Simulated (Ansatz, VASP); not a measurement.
**Two plane-wave programs on SnSe**

INCAR

```
PREC     = Accurate       # precision mode
ENCUT    = 520            # plane-wave cutoff, eV
EDIFF    = 1E-6           # SCF threshold, eV
ISMEAR   = 0              # smearing method
SIGMA    = 0.05           # smearing width, eV
LREAL    = False          # projectors in reciprocal space
LASPH    = True           # aspherical terms in the spheres
NELM     = 60             # most SCF steps
ALGO     = Normal         # electronic algorithm
ISIF     = 2              # what is computed and relaxed
LWAVE    = False          # write WAVECAR
LCHARG   = False          # write CHGCAR
GGA      = PE             # functional
IVDW     = 12             # dispersion correction
NBANDS   = 17             # bands
```

The input KPOINTS:

```
Automatic mesh
0
Gamma
  10 10 10
```

Contents of POSCAR:

```
SnSe
1.0
    0.0000000000      2.9439373071      2.9439373071
    2.9439373071      0.0000000000      2.9439373071
    2.9439373071      2.9439373071      0.0000000000
Sn Se
1 1
Direct
    0.0000000000      0.0000000000      0.0000000000
    0.5000000000      0.5000000000      0.5000000000
```

Input for Ansatz:

```yaml
crystal:
  lattice:
    - [0.0, 2.9439373071, 2.9439373071]
    - [2.9439373071, 0.0, 2.9439373071]
    - [2.9439373071, 2.9439373071, 0.0]
  atoms:
    - { symbol: Sn, position: [0.0, 0.0, 0.0] }
    - { symbol: Se, position: [0.5, 0.5, 0.5] }
basis:
  ecutwfc: 420
kpoints:
  mp_grid: { grid: [10, 10, 10] }
hamiltonian:
  xc: pbe
  dispersion: d3bj
scf:
  occupations: { method: gaussian, width: 0.05 }
output:
  forces: true
  stress: true
  eigenvalues: true
  write_density: true
  write_potential: true
  elf: true
  volumetric_format: npy
```

Change from the starting cell: strain -0.015 along x and y, -0.015 along z, atoms carried along.

Alike in both runs: task single point; functional PBE; dispersion D3(BJ); k mesh 10 × 10 × 10; occupations gaussian, width 0.05 eV; no spin polarisation.

|  | VASP | Ansatz |
| --- | --- | --- |
| version | VASP 6.6.1 | Ansatz 0.2.0 |
| potentials or method | VASP PAW PBE potentials, release 64 (Sn_d, Se), cutoff 520 eV | scalar-relativistic, plane waves, PAW |
| valence electrons in the cell | 20 | 30 |

|  | VASP | Ansatz | Ansatz less VASP |
| --- | --- | --- | --- |
| gap on the k mesh at the Fermi level (eV) | 0.46 | 0.46 | +0.001 |
| least direct gap on the mesh (eV) | 0.59 | 0.59 | -0.001 |
| pressure (GPa) | 2.6 | 2.7 | +0.01 |

VASP's potentials hold 20 valence electrons a cell and Ansatz's 30, so a difference there can come from the potentials and not from the codes.
